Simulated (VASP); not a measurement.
A run of VASP 6.6.1:

INCAR

```
SYSTEM = Zn3S2O
ALGO = Normal
EDIFF = 1E-7
ENCUT = 520
GGA = PE
ISIF = 2
ISMEAR = 0
LASPH = .True.
LCHARG = .True.
LELF = .True.
LREAL = .False.
LVHAR = .True.
LWAVE = .False.
NBANDS = 36
NELM = 60
PREC = Accurate
SIGMA = 0.02
```

The input KPOINTS:

```
k-points
0
Gamma
  10 10 10
  0 0 0
```

File POSCAR:

```
Zn3S2O
1.0
   -1.8021352143      1.8021352143      7.2195421140
    1.8021352143     -1.8021352143      7.2195421140
    1.8021352143      1.8021352143     -7.2195421140
Zn S O
3 2 1
Direct
    0.6884049117      0.6884049117      0.0000000000
    0.3115950883      0.3115950883      0.0000000000
    0.0000000000      0.0000000000      0.0000000000
    0.4058329899      0.9058329899      0.5000000000
    0.0941670101      0.5941670101      0.5000000000
    0.7500000000      0.2500000000      0.5000000000
```

Potentials or basis: VASP PAW PBE potentials, release 64 (Zn, S, O).

Run with:

```console
$ cat potpaw_PBE.64/Zn/POTCAR potpaw_PBE.64/S/POTCAR potpaw_PBE.64/O/POTCAR > POTCAR
$ mpirun -np 1 vasp_std > vasp.out
```

Hardware: 1 thread of Intel(R) Xeon(R) Platinum 8488C (Sapphire Rapids), on a shared host.

Estimate the wall time of this run.

It took 13 min on 1 thread of Intel(R) Xeon(R) Platinum 8488C (Sapphire Rapids) (shared host), peak memory 0.68 GiB. Counts: scf iterations 18, k points 102.
